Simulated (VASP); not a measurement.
Runs of VASP 6.6.1 on NbTe4Mo. The structure is that of space group P-3m1 (No. 164), or close to it. The cells are those of the table. 

```tsv
task	cell	k mesh	cutoff (eV)	gap on the mesh (eV)	pressure (GPa)	largest force (eV/Å)
single point	a = 3.592, b = 3.592, c = 15.122 Å, angles 90.0, 90.0, 120.0°, 6 atoms	6 × 6 × 2	520	none	0.1	(a)
single point	a = 3.593, b = 3.593, c = 15.559 Å, angles 90.0, 90.0, 120.0°, 6 atoms	12 × 12 × 4	520	none	0.0	0.01
relaxation of cell and atoms	relaxed from a = 3.728, b = 3.728, c = 14.326 Å, angles 90.0, 90.0, 120.0°, 6 atoms	6 × 6 × 2	600	none	0.0	0.03
single point	a = 3.728, b = 3.728, c = 14.326 Å, angles 90.0, 90.0, 120.0°, 6 atoms	6 × 6 × 2	520	none	-3.4	(b)
```

Alike in all rows: level PBE; potentials or basis VASP PAW PBE potentials, release 64 (Nb_sv, Te, Mo_sv); no spin polarisation; smearing gaussian 0.1 eV.

Question: Fill in the values left out.

Answer: (a) 0.05; (b) 0.61.

Caveats: spin-orbit coupling is left out, which moves the levels of the heavy elements; this functional lacks dispersion, which binds the layers, so the pressure and a relaxed spacing across them are unreliable.

A k mesh can miss the band edges, and the runs leave out spin-orbit coupling on Mo, Nb, Te.

A gap of «none» marks levels without a gap at the run's occupations.
